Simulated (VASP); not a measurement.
# SrPrI (P4/mmm) in VASP: notebook

SrPrI is run at these levels: PBE; tasks: single point, relaxation of cell and atoms.

Program: VASP 6.6.1. These are calculated values, not measurements. Logs are shortened: lines on timing, memory, paths and dates and some standing lists are left out, and cuts for length are marked.

### Step 1. The cell of the first run

It takes space group P4/mmm (No. 123, tetragonal). The conventional cell has a = 4.529 Å, b = 4.529 Å, c = 5.935 Å, α = 90.00°, β = 90.00°, γ = 90.00°. Sr (site symmetry 4/mmm) has 2 Pr at 2.97 Å and 4 I at 3.20 Å within 3.9 Å. Pr (site symmetry 4/mmm) has 2 Sr at 2.97 Å within 3.9 Å. I (site symmetry 4/mmm) has 4 Sr at 3.20 Å and 8 Pr at 4.37 Å and 4 I at 4.53 Å within 4.6 Å.

The cell was generated, and may not be a known phase.

### Step 2. Single point, PBE

INCAR reads:

```
PREC = Accurate ; ENCUT = 500
EDIFF = 1E-6 ; ISMEAR = 0
SIGMA = 0.1 ; LREAL = False
LASPH = True ; NELM = 200
ALGO = Normal ; ISIF = 2
LWAVE = False ; LCHARG = False
GGA = PE ; NBANDS = 21
GGA_COMPAT = False ; LMAXMIX = 6
```

KPOINTS reads:

```
Automatic mesh
0
Gamma
  4 4 4
```

POSCAR reads:

```
SrPrI
1.0
    4.5289955200      0.0000000000      0.0000000000
    0.0000000000      4.5289955200      0.0000000000
    0.0000000000      0.0000000000      5.9348386600
Sr Pr I
1 1 1
Direct
    0.5000000000      0.5000000000      0.0000000000
    0.5000000000      0.5000000000      0.5000000000
    0.0000000000      0.0000000000      0.0000000000
```

Potentials or basis: VASP PAW PBE potentials, release 64 (Sr_sv, Pr_3, I), 4f in core.

On the command line:

```
$ cat potpaw_PBE.64/Sr_sv/POTCAR potpaw_PBE.64/Pr_3/POTCAR potpaw_PBE.64/I/POTCAR > POTCAR
$ mpirun -np 1 vasp_std > vasp.out
```

OUTCAR:

```text
PREC = Accurate
   ENCUT = 500
   EDIFF = 1E-6
   ISMEAR = 0
   LREAL = False
   LASPH = True
   NELM = 200
   ISIF = 2
   GGA = PE

 ion  position               nearest neighbor table
   1  0.500  0.500  0.000-   2 2.97   2 2.97   3 3.20   3 3.20   3 3.20   3 3.20
   2  0.500  0.500  0.500-   1 2.97   1 2.97
   3  0.000  0.000  0.000-   1 3.20   1 3.20   1 3.20   1 3.20

  LATTYP: Found a simple tetragonal cell.
 ALAT       =     4.5289955200
 C/A-ratio  =     1.3104094791

  Lattice vectors:

 A1 = (   4.5289955200,   0.0000000000,   0.0000000000)
 A2 = (   0.0000000000,   4.5289955200,   0.0000000000)
 A3 = (   0.0000000000,   0.0000000000,   5.9348386600)

Analysis of symmetry for initial positions (statically):
=====================================================================
 Subroutine PRICEL returns:
 Original cell was already a primitive cell.

 Routine SETGRP: Setting up the symmetry group for a
 simple tetragonal supercell.

 Subroutine GETGRP returns: Found 16 space group operations
 (whereof 16 operations were pure point group operations)
 out of a pool of 16 trial point group operations.

The static configuration has the point symmetry D_4h.

Analysis of symmetry for dynamics (positions and initial velocities):
=====================================================================
 Subroutine PRICEL returns:
 Original cell was already a primitive cell.

 Routine SETGRP: Setting up the symmetry group for a
 simple tetragonal supercell.

 Subroutine GETGRP returns: Found 16 space group operations
 (whereof 16 operations were pure point group operations)
 out of a pool of 16 trial point group operations.

The dynamic configuration has the point symmetry D_4h.

 Subroutine INISYM returns: Found 16 space group operations
 (whereof 16 operations are pure point group operations),
 and found     1 'primitive' translations

----------------------------------------------------------------------------------------

                                     Primitive cell

  volume of cell :     121.7342

  direct lattice vectors                    reciprocal lattice vectors
     4.528995520  0.000000000  0.000000000     0.220799512  0.000000000  0.000000000
     0.000000000  4.528995520  0.000000000     0.000000000  0.220799512  0.000000000
     0.000000000  0.000000000  5.934838660     0.000000000  0.000000000  0.168496577

  length of vectors
     4.528995520  4.528995520  5.934838660     0.220799512  0.220799512  0.168496577

  position of ions in fractional coordinates (direct lattice)
     0.500000000  0.500000000  0.000000000
     0.500000000  0.500000000  0.500000000
     0.000000000  0.000000000  0.000000000

  ion indices of the primitive-cell ions
   primitive index   ion index
                 1           1
                 2           2
                 3           3

----------------------------------------------------------------------------------------

 KPOINTS: Automatic mesh

Automatic generation of k-mesh.
 Grid dimensions read from file:
 generate k-points for:    4    4    4

 Generating k-lattice:

  Cartesian coordinates                     Fractional coordinates (reciprocal lattice)
     0.055199878  0.000000000  0.000000000     0.250000000  0.000000000  0.000000000
     0.000000000  0.055199878  0.000000000     0.000000000  0.250000000  0.000000000
     0.000000000  0.000000000  0.042124144     0.000000000  0.000000000  0.250000000

  Length of vectors
     0.055199878  0.055199878  0.042124144

  Shift w.r.t. Gamma in fractional coordinates (k-lattice)
     0.000000000  0.000000000  0.000000000

 Subroutine IBZKPT returns following result:
 ===========================================

 Found     18 irreducible k-points:

 Following reciprocal coordinates:
            Coordinates               Weight
  0.000000  0.000000  0.000000      1.000000
  0.250000  0.000000  0.000000      4.000000
  0.500000  0.000000  0.000000      2.000000
  0.250000  0.250000  0.000000      4.000000
  0.500000  0.250000  0.000000      4.000000
  0.500000  0.500000  0.000000      1.000000
[... 10 lines left out ...]
  0.500000  0.250000  0.500000      4.000000
  0.500000  0.500000  0.500000      1.000000
   k-points           NKPTS =     18   k-points in BZ     NKDIM =     18   number of bands    NBANDS=     21
   number of dos      NEDOS =    301   number of ions     NIONS =      3
   total plane-waves  NPLWV =  62208
   dimension x,y,z NGX =    36 NGY =   36 NGZ =   48
   dimension x,y,z NGXF=    72 NGYF=   72 NGZF=   96
   ions per type =               1   1   1
   NGX,Y,Z   is equivalent  to a cutoff of  13.21, 13.21, 13.45 a.u.
   NGXF,Y,Z  is equivalent  to a cutoff of  26.43, 26.43, 26.89 a.u.
 SYSTEM =  unknown system
   PREC   = accura    normal or accurate (medium, high low for compatibility)
   ISTART =      0    job   : 0-new  1-cont  2-samecut
   ICHARG =      2    charge: 1-file 2-atom 10-const
   ISPIN  =      1    spin polarized calculation?
   LNONCOLLINEAR =      F non collinear calculations
   LSORBIT =      F    spin-orbit coupling
   LASPH  =      T    aspherical Exc in radial PAW
   ENCUT  =  500.0 eV  36.75 Ry    6.06 a.u.   8.26  8.26 10.82*2*pi/ulx,y,z
   NELM   =    200;   NELMIN=  2; NELMDL= -5     # of ELM steps
   EDIFF  = 0.1E-05   stopping-criterion for ELM
   LREAL  =      F    real-space projection
   EDIFFG = 0.1E-04   stopping-criterion for IOM
   NSW    =      0    number of steps for IOM
   IBRION =     -1    ionic relax: 0-MD 1-quasi-New 2-CG
   NFREE  =      0    steps in history (QN), initial steepest desc. (CG)
   ISIF   =      2    stress and relaxation
   ISYM   =      2    0-nonsym 1-usesym 2-fastsym
   POTIM  = 0.5000    time-step for ionic-motion
   TEBEG  =    0.0;   TEEND  =   0.0 temperature during run
   PSTRESS=    0.0 pullay stress
   NELECT =      28.0000    total number of electrons
   NUPDOWN=      -1.0000    fix difference up-down
   EMIN   =  10.00;   EMAX   =-10.00  energy-range for DOS
   EFERMI =   0.00;   METHOD = LEGACY
   ISMEAR =     0;   SIGMA  =   0.10  broadening in eV -4-tet -1-fermi 0-gaus
   EFERMI_NEDOS =   21; number of points for ismear=-14 and -15
   IALGO  =     38    algorithm
   IMIX   =      4    mixing-type and parameters
     AMIX     =   0.40;   BMIX     =  1.00
     AMIX_MAG =   1.60;   BMIX_MAG =  1.00
  volume/ion in A,a.u.               =      40.58       273.83
  Fermi-wavevector in a.u.,A,eV,Ry     =   1.003052  1.895493 13.688992  1.006113
  Thomas-Fermi vector in A             =   2.135578
   LORBIT       =      0    0 simple, 1 ext, 2 COOP (PROOUT), +10 PAW based schemes
   GGA     = PE    functional components
   LHFCALC =     F    Hartree Fock is set to
   AEXX    =    0.0000 exact exchange contribution
   IVDW    =     0    specifies the selected vdW correction
   LEPSILON=     F    determine dielectric tensor
   LRPA    =     F    only Hartree local field effects (RPA)
 non-spin polarized calculation
 Gauss-broadening in eV      SIGMA  =   0.10
  energy-cutoff  :      500.00
  volume of cell :      121.73
 maximum number of plane-waves:      3105
 NGX is ok and might be reduce to    36
   NGX = 17   NGY = 17   NGZ = 21

 number of electron      28.0000001 magnetization

 Free energy of the ion-electron system (eV)
  ---------------------------------------------------
  ext. energy  EPLUGINS =         0.00000000
  ---------------------------------------------------
  free energy    TOTEN  =        -6.73156468 eV

  energy without entropy =       -6.70433144  energy(sigma->0) =       -6.71794806

 E-fermi :   3.8091     XC(G=0):  -8.4750

 val. band max:        3.7768206036   @ k =   0.5000   0.0000   0.2500
 cond. band min:       3.8100793631   @ k =   0.5000   0.0000   0.5000
 fundamental gap:      0.0332587595
 Fermi energy:         3.8090502751

 k-point     1 :       0.0000    0.0000    0.0000
  band No.  band energies     occupation
      1     -33.5458      2.00000
      2     -32.2024      2.00000
      3     -16.4385      2.00000
      4     -15.4144      2.00000
      5     -15.4144      2.00000
      6     -14.2751      2.00000
[... 13 lines left out ...]
     20       5.8983      0.00000
     21       6.9627      0.00000

 k-point     2 :       0.2500    0.0000    0.0000
  band No.  band energies     occupation
      1     -33.5443      2.00000
      2     -32.2009      2.00000
      3     -16.4334      2.00000
      4     -15.4580      2.00000
      5     -15.4109      2.00000
      6     -14.3677      2.00000
[... 13 lines left out ...]
     20       7.2701      0.00000
     21       7.2994      0.00000

 k-point     3 :       0.5000    0.0000    0.0000
  band No.  band energies     occupation
      1     -33.5428      2.00000
      2     -32.1994      2.00000
      3     -16.4283      2.00000
      4     -15.5013      2.00000
      5     -15.4073      2.00000
      6     -14.4533      2.00000
[... 13 lines left out ...]
     20       6.6993      0.00000
     21       7.2878      0.00000

 k-point     4 :       0.2500    0.2500    0.0000
  band No.  band energies     occupation
      1     -33.5428      2.00000
      2     -32.1994      2.00000
      3     -16.4286      2.00000
      4     -15.4545      2.00000
      5     -15.4507      2.00000
      6     -14.3574      2.00000
[... 13 lines left out ...]
     20       6.6639      0.00000
     21       7.6113      0.00000

 k-point     5 :       0.5000    0.2500    0.0000
  band No.  band energies     occupation
      1     -33.5413      2.00000
      2     -32.1980      2.00000
      3     -16.4238      2.00000
      4     -15.4939      2.00000
      5     -15.4472      2.00000
      6     -14.4023      2.00000
[... 13 lines left out ...]
     20       7.7149      0.00000
     21       7.8365      0.00000
[... 238 lines left out ...]
     20       6.8116      0.00000
     21       6.9484      0.00000

 k-point    16 :       0.2500    0.2500    0.5000
  band No.  band energies     occupation
      1     -33.5191      2.00000
      2     -32.2342      2.00000
      3     -15.6740      2.00000
      4     -15.4230      2.00000
      5     -15.4218      2.00000
      6     -14.5809      2.00000
[... 13 lines left out ...]
     20       6.1086      0.00000
     21       6.1868      0.00000

 k-point    17 :       0.5000    0.2500    0.5000
  band No.  band energies     occupation
      1     -33.5177      2.00000
      2     -32.2327      2.00000
      3     -15.6701      2.00000
      4     -15.4601      2.00000
      5     -15.4189      2.00000
      6     -14.5772      2.00000
[... 13 lines left out ...]
     20       6.9595      0.00000
     21       7.0404      0.00000

 k-point    18 :       0.5000    0.5000    0.5000
  band No.  band energies     occupation
      1     -33.5163      2.00000
      2     -32.2311      2.00000
      3     -15.6664      2.00000
      4     -15.4561      2.00000
      5     -15.4561      2.00000
      6     -14.5740      2.00000
[... 13 lines left out ...]
     20       6.7126      0.00000
     21       7.6573      0.00000

------------------------ aborting loop because EDIFF is reached ----------------------------------------

  FORCE on cell =-STRESS in cart. coord.  units (eV):
  Direction    XX          YY          ZZ          XY          YZ          ZX
  --------------------------------------------------------------------------------------
  -------------------------------------------------------------------------------------
  Total       -0.5940823     -0.5940823      7.5042652      0.0000000      0.0000000      0.0000000
  in kB       -7.8188793     -7.8188793     98.7656797      0.0000000      0.0000000      0.0000000
  external PRESSURE =      27.7093071 kB  Pullay stress =       0.0000000 kB

 VOLUME and BASIS-vectors are now :
 -----------------------------------------------------------------------------
  energy-cutoff  :      500.00
  volume of cell :      121.73
      direct lattice vectors                 reciprocal lattice vectors
     4.528995520  0.000000000  0.000000000     0.220799512  0.000000000  0.000000000
     0.000000000  4.528995520  0.000000000     0.000000000  0.220799512  0.000000000
     0.000000000  0.000000000  5.934838660     0.000000000  0.000000000  0.168496577

 POSITION                                       TOTAL-FORCE (eV/Angst)
 -----------------------------------------------------------------------------------
      2.26450      2.26450      0.00000         0.000000      0.000000      0.000000
      2.26450      2.26450      2.96742         0.000000      0.000000      0.000000
      0.00000      0.00000      0.00000         0.000000      0.000000      0.000000
 -----------------------------------------------------------------------------------
    total drift:                                0.000000      0.000000      0.000000

  FREE ENERGIE OF THE ION-ELECTRON SYSTEM (eV)
  ---------------------------------------------------
  free  energy   TOTEN  =        -6.7315646811 eV

  energy  without entropy=       -6.7043314390  energy(sigma->0) =       -6.71794806
```

Wall time 60 s (1 thread of Intel Xeon Platinum 8488C (Sapphire Rapids), shared host); peak memory 0.26 GiB.

What came out:

```yaml
Free_energy: -6.7316 eV
Pressure: 2.8 GPa
Band_gap_on_the_k_mesh: zero (bands 14 and 15 overlap by 1.33 eV)
```

Levels at points of the mesh, in eV from the Fermi level:
| k point | band 12 | band 13 | band 14 | band 15 | band 16 | band 17 |
| --- | --- | --- | --- | --- | --- | --- |
| (0.00, 0.00, 0.00) | -3.88 | -1.96 | -0.81 | -0.70 | -0.10 | -0.10 |
| (0.50, 0.00, 0.00) | -4.41 | -0.84 | -0.07 | 0.13 | 0.14 | 0.79 |
| (0.50, 0.50, 0.00) | -3.84 | -1.23 | -1.23 | -0.91 | -0.08 | 2.16 |
| (0.00, 0.00, 0.50) | -3.89 | -0.11 | -0.05 | 0.10 | 0.92 | 1.47 |
| (0.50, 0.00, 0.50) | -4.42 | -0.80 | 0.00 | 1.29 | 1.31 | 1.79 |
| (0.50, 0.50, 0.50) | -4.16 | 0.25 | 0.25 | 0.85 | 0.85 | 0.92 |

Caveat: the stress differs along the axes, from -1 to 10 GPa; spin-orbit coupling is left out, which moves the levels of the heavy elements; the 4f electrons are frozen in the core, so they carry no moment and show no levels; the run has no spin polarisation, though such a crystal can be magnetic. Spin polarisation is off, so any magnetic state and its effect on volume and gap are missing.

### Step 3. Single point, PBE

This run uses another cell than the first one, of 51.94 Å³/atom.

INCAR reads:

```
ALGO = Normal ; EDIFF = 1E-6
ENCUT = 500 ; GGA = PE
GGA_COMPAT = F ; ISIF = 2
ISMEAR = 0 ; LASPH = T
LCHARG = F ; LMAXMIX = 6
LREAL = F ; LWAVE = F
NBANDS = 21 ; NELM = 200
PREC = Accurate ; SIGMA = 0.1
```

KPOINTS reads:

```
k-points
0
Gamma
  4 4 4
```

POSCAR reads:

```
SrPrI
1.0
    4.4987204508      0.0000000000      0.0000000000
    0.0000000000      4.4987204508      0.0000000000
    0.0000000000      0.0000000000      7.6991217517
Sr Pr I
1 1 1
Direct
    0.5000000000      0.5000000000      0.0000000000
    0.5000000000      0.5000000000      0.5000000000
    0.0000000000      0.0000000000      0.0000000000
```

Potentials or basis: VASP PAW PBE potentials, release 64 (Sr_sv, Pr_3, I), 4f in core.

On the command line:

```
$ cat potpaw_PBE.64/Sr_sv/POTCAR potpaw_PBE.64/Pr_3/POTCAR potpaw_PBE.64/I/POTCAR > POTCAR
$ mpirun -np 1 vasp_std > vasp.out
```

It took 71 s on 1 thread of Intel Xeon Platinum 8488C (Sapphire Rapids), shared host; peak memory 0.28 GiB.

The run converged. Its results:

* Free energy: -7.6996 eV
* Pressure: 0.1 GPa
* Band gap on the k mesh: zero (bands 14 and 15 overlap by 0.88 eV)

Stress tensor (GPa, compression positive):
```
0.09 0.00 0.00
0.00 0.09 0.00
0.00 0.00 0.21
```

Levels at points of the mesh, in eV from the Fermi level:
| k point | band 11 | band 12 | band 13 | band 14 | band 15 | band 16 | band 17 | band 18 |
| --- | --- | --- | --- | --- | --- | --- | --- | --- |
| (0.00, 0.00, 0.00) | -4.13 | -4.13 | -2.39 | -0.55 | -0.50 | 0.18 | 1.00 | 1.00 |
| (0.50, 0.00, 0.00) | -4.81 | -4.44 | -1.06 | -0.13 | 0.29 | 0.37 | 1.24 | 1.27 |
| (0.50, 0.50, 0.00) | -4.97 | -4.00 | -0.63 | -0.44 | -0.44 | -0.38 | 2.21 | 2.21 |
| (0.00, 0.00, 0.50) | -4.13 | -4.13 | -1.48 | -0.45 | -0.20 | -0.20 | 0.39 | 1.46 |
| (0.50, 0.00, 0.50) | -4.81 | -4.42 | -1.00 | -0.17 | 0.31 | 0.97 | 1.03 | 1.21 |
| (0.50, 0.50, 0.50) | -4.98 | -4.04 | -0.15 | 0.37 | 0.37 | 0.45 | 0.45 | 0.47 |

Caveat: spin-orbit coupling is left out, which moves the levels of the heavy elements; the 4f electrons are frozen in the core, so they carry no moment and show no levels; the run has no spin polarisation, though such a crystal can be magnetic. Spin polarisation is off, so any magnetic state and its effect on volume and gap are missing.

(Continued in part 2 of 3.)

The gap in the log of VASP goes by the Fermi energy; the results here count the filled bands.